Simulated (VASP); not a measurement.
# AgRhI6 (Fm-3m) in VASP: single point with PBE

Aim: the single point of AgRhI6 with PBE.

Program: VASP 6.6.1. These are calculated values, not measurements. Logs are shortened: lines on timing, memory, paths and dates and some standing lists are left out, and cuts for length are marked.

### Step 1. The cell of the first run

It takes space group Fm-3m (No. 225, cubic). The conventional cell has a = 11.261 Å, b = 11.261 Å, c = 11.261 Å, α = 90.00°, β = 90.00°, γ = 90.00°. Within 3.9 Å of Ag (site symmetry m-3m) lie 6 I at 2.93 Å. Within 3.6 Å of Rh (site symmetry m-3m) lie 6 I at 2.70 Å. Within 3.6 Å of I (site symmetry 4mm) lie 1 Rh at 2.70 Å and 1 Ag at 2.93 Å.

### Step 2. Single point, PBE, collinear spin, ferromagnetic start

INCAR

```
PREC = Accurate ; ENCUT = 520
EDIFF = 1E-6 ; ISMEAR = 0
SIGMA = 0.1 ; LREAL = F
LASPH = T ; NELM = 150
ALGO = Normal ; ISIF = 2
LWAVE = F ; LCHARG = F
ISPIN = 2 ; MAGMOM = 0 1 0 0 0 0 0 0
LORBIT = 11 ; LMAXMIX = 4
GGA = PE ; NBANDS = 48
```

KPOINTS

```
Automatic mesh
0
Gamma
  4 4 4
```

POSCAR

```
AgRhI6
1.0
    0.0000000000      5.6304253374      5.6304253374
    5.6304253374      0.0000000000      5.6304253374
    5.6304253374      5.6304253374      0.0000000000
Ag Rh I
1 1 6
Direct
    0.0000000000      0.0000000000      0.0000000000
    0.5000000000      0.5000000000      0.5000000000
    0.7397030148      0.2602969852      0.2602969852
    0.2602969852      0.7397030148      0.2602969852
    0.2602969852      0.2602969852      0.7397030148
    0.2602969852      0.7397030148      0.7397030148
    0.7397030148      0.2602969852      0.7397030148
    0.7397030148      0.7397030148      0.2602969852
```

Potentials or basis: VASP PAW PBE potentials, release 64 (Ag, Rh_pv, I).

Command:

```console
cat potpaw_PBE.64/Ag/POTCAR potpaw_PBE.64/Rh_pv/POTCAR potpaw_PBE.64/I/POTCAR > POTCAR
mpirun -np 1 vasp_std > vasp.out
```

OUTCAR:

```text
PREC = Accurate
   ENCUT = 520
   EDIFF = 1E-6
   ISMEAR = 0
   LREAL = F
   LASPH = T
   NELM = 150
   ISIF = 2
   ISPIN = 2
   LORBIT = 11
   GGA = PE

 ion  position               nearest neighbor table
   1  0.000  0.000  0.000-   3 2.93   4 2.93   5 2.93   6 2.93   7 2.93   8 2.93
   2  0.500  0.500  0.500-   3 2.70   4 2.70   5 2.70   6 2.70   7 2.70   8 2.70
   3  0.740  0.260  0.260-   2 2.70   1 2.93
   4  0.260  0.740  0.260-   2 2.70   1 2.93
   5  0.260  0.260  0.740-   2 2.70   1 2.93
   6  0.260  0.740  0.740-   2 2.70   1 2.93
   7  0.740  0.260  0.740-   2 2.70   1 2.93
   8  0.740  0.740  0.260-   2 2.70   1 2.93

  LATTYP: Found a face centered cubic cell.
 ALAT       =    11.2608506748

  Lattice vectors:

 A1 = (   0.0000000000,   5.6304253374,   5.6304253374)
 A2 = (   5.6304253374,   0.0000000000,   5.6304253374)
 A3 = (   5.6304253374,   5.6304253374,   0.0000000000)

Analysis of symmetry for initial positions (statically):
=====================================================================
 Subroutine PRICEL returns:
 Original cell was already a primitive cell.

 Routine SETGRP: Setting up the symmetry group for a
 face centered cubic supercell.

 Subroutine GETGRP returns: Found 48 space group operations
 (whereof 48 operations were pure point group operations)
 out of a pool of 48 trial point group operations.

The static configuration has the point symmetry O_h .

Analysis of symmetry for dynamics (positions and initial velocities):
=====================================================================
 Subroutine PRICEL returns:
 Original cell was already a primitive cell.

 Routine SETGRP: Setting up the symmetry group for a
 face centered cubic supercell.

 Subroutine GETGRP returns: Found 48 space group operations
 (whereof 48 operations were pure point group operations)
 out of a pool of 48 trial point group operations.

The dynamic configuration has the point symmetry O_h .

Analysis of structural, dynamic, and magnetic symmetry:
=====================================================================
 Subroutine PRICEL returns:
 Original cell was already a primitive cell.

 Routine SETGRP: Setting up the symmetry group for a
 face centered cubic supercell.

 Subroutine GETGRP returns: Found 48 space group operations
 (whereof 48 operations were pure point group operations)
 out of a pool of 48 trial point group operations.

The overall configuration has the point symmetry O_h .

 Subroutine INISYM returns: Found 48 space group operations
 (whereof 48 operations are pure point group operations),
 and found     1 'primitive' translations

----------------------------------------------------------------------------------------

                                     Primitive cell

  volume of cell :     356.9880

  direct lattice vectors                    reciprocal lattice vectors
     0.000000000  5.630425337  5.630425337    -0.088803238  0.088803238  0.088803238
     5.630425337  0.000000000  5.630425337     0.088803238 -0.088803238  0.088803238
     5.630425337  5.630425337  0.000000000     0.088803238  0.088803238 -0.088803238

  length of vectors
     7.962623874  7.962623874  7.962623874     0.153811720  0.153811720  0.153811720

  position of ions in fractional coordinates (direct lattice)
     0.000000000  0.000000000  0.000000000
     0.500000000  0.500000000  0.500000000
     0.739703015  0.260296985  0.260296985
     0.260296985  0.739703015  0.260296985
     0.260296985  0.260296985  0.739703015
     0.260296985  0.739703015  0.739703015
     0.739703015  0.260296985  0.739703015
     0.739703015  0.739703015  0.260296985

  ion indices of the primitive-cell ions
   primitive index   ion index
                 1           1
                 2           2
                 3           3
                 4           4
                 5           5
                 6           6
                 7           7
[... 36 lines left out ...]
  0.500000  0.500000  0.000000      3.000000
 -0.250000  0.500000  0.250000      6.000000
   k-points           NKPTS =      8   k-points in BZ     NKDIM =      8   number of bands    NBANDS=     48
   number of dos      NEDOS =    301   number of ions     NIONS =      8
   total plane-waves  NPLWV = 216000
   dimension x,y,z NGX =    60 NGY =   60 NGZ =   60
   dimension x,y,z NGXF=   120 NGYF=  120 NGZF=  120
   ions per type =               1   1   6
   NGX,Y,Z   is equivalent  to a cutoff of  12.53, 12.53, 12.53 a.u.
   NGXF,Y,Z  is equivalent  to a cutoff of  25.05, 25.05, 25.05 a.u.
 SYSTEM =  unknown system
   PREC   = accura    normal or accurate (medium, high low for compatibility)
   ISTART =      0    job   : 0-new  1-cont  2-samecut
   ICHARG =      2    charge: 1-file 2-atom 10-const
   ISPIN  =      2    spin polarized calculation?
   LNONCOLLINEAR =      F non collinear calculations
   LSORBIT =      F    spin-orbit coupling
   LASPH  =      T    aspherical Exc in radial PAW
   ENCUT  =  520.0 eV  38.22 Ry    6.18 a.u.  14.81 14.81 14.81*2*pi/ulx,y,z
   NELM   =    150;   NELMIN=  2; NELMDL= -5     # of ELM steps
   EDIFF  = 0.1E-05   stopping-criterion for ELM
   LREAL  =      F    real-space projection
   EDIFFG = 0.1E-04   stopping-criterion for IOM
   NSW    =      0    number of steps for IOM
   IBRION =     -1    ionic relax: 0-MD 1-quasi-New 2-CG
   NFREE  =      0    steps in history (QN), initial steepest desc. (CG)
   ISIF   =      2    stress and relaxation
   ISYM   =      2    0-nonsym 1-usesym 2-fastsym
   POTIM  = 0.5000    time-step for ionic-motion
   TEBEG  =    0.0;   TEEND  =   0.0 temperature during run
   PSTRESS=    0.0 pullay stress
   NELECT =      68.0000    total number of electrons
   NUPDOWN=      -1.0000    fix difference up-down
   EMIN   =  10.00;   EMAX   =-10.00  energy-range for DOS
   EFERMI =   0.00;   METHOD = LEGACY
   ISMEAR =     0;   SIGMA  =   0.10  broadening in eV -4-tet -1-fermi 0-gaus
   EFERMI_NEDOS =   21; number of points for ismear=-14 and -15
   IALGO  =     38    algorithm
   IMIX   =      4    mixing-type and parameters
     AMIX     =   0.40;   BMIX     =  1.00
     AMIX_MAG =   1.60;   BMIX_MAG =  1.00
  volume/ion in A,a.u.               =      44.62       301.13
  Fermi-wavevector in a.u.,A,eV,Ry     =   0.941947  1.780022 12.071969  0.887265
  Thomas-Fermi vector in A             =   2.069508
   LORBIT       =     11    0 simple, 1 ext, 2 COOP (PROOUT), +10 PAW based schemes
   GGA     = PE    functional components
   LHFCALC =     F    Hartree Fock is set to
   AEXX    =    0.0000 exact exchange contribution
   IVDW    =     0    specifies the selected vdW correction
   LEPSILON=     F    determine dielectric tensor
   LRPA    =     F    only Hartree local field effects (RPA)
 spin polarized calculation
 Gauss-broadening in eV      SIGMA  =   0.10
  energy-cutoff  :      520.00
  volume of cell :      356.99
 maximum number of plane-waves:      9640
   NGX = 29   NGY = 29   NGZ = 29

 number of electron      67.9999996 magnetization       1.4870058

 Free energy of the ion-electron system (eV)
  ---------------------------------------------------
  ext. energy  EPLUGINS =         0.00000000
  ---------------------------------------------------
  free energy    TOTEN  =       -18.51090195 eV

  energy without entropy =      -18.42889221  energy(sigma->0) =      -18.46989708

 E-fermi :   1.1634     XC(G=0):  -7.3691

 val. band max:        1.1456742825   @ k =   0.5000   0.2500   0.0000
 cond. band min:       1.1655045206   @ k =   0.5000   0.2500   0.0000
 fundamental gap:      0.0198302381
 Fermi energy:         1.1634179748

 spin component 1

 k-point     1 :       0.0000    0.0000    0.0000
  band No.  band energies     occupation
      1     -44.8112      1.00000
      2     -44.8112      1.00000
      3     -44.8112      1.00000
      4     -11.2884      1.00000
      5     -10.5495      1.00000
      6     -10.5495      1.00000
[... 381 lines left out ...]
     45       8.3526      0.00000
     46       8.4627      0.00000
 Fermi energy:         1.1634179748

 spin component 2

 k-point     1 :       0.0000    0.0000    0.0000
  band No.  band energies     occupation
      1     -44.6040      1.00000
      2     -44.6040      1.00000
      3     -44.6040      1.00000
      4     -11.1664      1.00000
      5     -10.4184      1.00000
      6     -10.4184      1.00000
[... 381 lines left out ...]
     45       8.4157      0.00000
     46       8.5528      0.00000
 [bands above 46 left out]

------------------------ aborting loop because EDIFF is reached ----------------------------------------

  FORCE on cell =-STRESS in cart. coord.  units (eV):
  Direction    XX          YY          ZZ          XY          YZ          ZX
  --------------------------------------------------------------------------------------
  -------------------------------------------------------------------------------------
  Total       -0.1388288     -0.1388288     -0.1388288     -0.0000000      0.0000000     -0.0000000
  in kB       -0.6230697     -0.6230697     -0.6230697     -0.0000000      0.0000000     -0.0000000
  external PRESSURE =      -0.6230697 kB  Pullay stress =       0.0000000 kB

 VOLUME and BASIS-vectors are now :
 -----------------------------------------------------------------------------
  energy-cutoff  :      520.00
  volume of cell :      356.99
      direct lattice vectors                 reciprocal lattice vectors
     0.000000000  5.630425337  5.630425337    -0.088803238  0.088803238  0.088803238
     5.630425337  0.000000000  5.630425337     0.088803238 -0.088803238  0.088803238
     5.630425337  5.630425337  0.000000000     0.088803238  0.088803238 -0.088803238

 POSITION                                       TOTAL-FORCE (eV/Angst)
 -----------------------------------------------------------------------------------
      0.00000      0.00000      0.00000         0.000000      0.000000     -0.000000
      5.63043      5.63043      5.63043         0.000000      0.000000     -0.000000
      2.93117      5.63043      5.63043         0.017152      0.000000     -0.000000
      5.63043      2.93117      5.63043         0.000000      0.017152     -0.000000
      5.63043      5.63043      2.93117         0.000000      0.000000      0.017152
      8.32969      5.63043      5.63043        -0.017152      0.000000     -0.000000
      5.63043      8.32969      5.63043         0.000000     -0.017152     -0.000000
      5.63043      5.63043      8.32969         0.000000      0.000000     -0.017152
 -----------------------------------------------------------------------------------
    total drift:                               -0.000000      0.000000      0.000000

  FREE ENERGIE OF THE ION-ELECTRON SYSTEM (eV)
  ---------------------------------------------------
  free  energy   TOTEN  =       -18.5109019470 eV

  energy  without entropy=      -18.4288922106  energy(sigma->0) =      -18.46989708

 total charge

# of ion       s       p       d       tot
------------------------------------------
    1        0.292   0.191   9.249   9.733
    2        0.293   6.205   7.158  13.657
    3        1.520   2.691   0.023   4.234
    4        1.520   2.691   0.023   4.234
    5        1.520   2.691   0.023   4.234
    6        1.520   2.691   0.023   4.234
    7        1.520   2.691   0.023   4.234
    8        1.520   2.691   0.023   4.234
--------------------------------------------------
tot          9.708  22.542  16.544  48.794

 magnetization (x)

# of ion       s       p       d       tot
------------------------------------------
    1       -0.003  -0.001   0.015   0.011
    2        0.000   0.003   0.269   0.272
    3        0.004   0.129   0.000   0.133
    4        0.004   0.129   0.000   0.133
    5        0.004   0.129   0.000   0.133
    6        0.004   0.129   0.000   0.133
    7        0.004   0.129   0.000   0.133
    8        0.004   0.129   0.000   0.133
--------------------------------------------------
tot          0.020   0.775   0.285   1.081
```

It took 5.9 min on 1 thread of AMD EPYC 7R13 (Zen 3), shared host; peak memory 0.74 GiB.

Results:

- Free energy: -18.5109 eV
- Pressure: -0.1 GPa
- Largest force: 0.017 eV/Å
- Net moment: 1.49 μB per cell
- Site moments: Ag +0.01; Rh +0.27; I +0.13 μB
- Valence electrons inside the program's atomic spheres: Ag 9.73; Rh 13.66; I 4.23

Forces on the atoms (eV/Å):
```
Ag   0.000  0.000  0.000
Rh   0.000  0.000  0.000
I    0.017  0.000  0.000
I    0.000  0.017  0.000
I    0.000  0.000  0.017
I   -0.017  0.000  0.000
I    0.000 -0.017  0.000
I    0.000  0.000 -0.017
```

Caveat: a moment this small can come from the mesh or the smearing; spin-orbit coupling is left out, which moves the levels of the heavy elements.
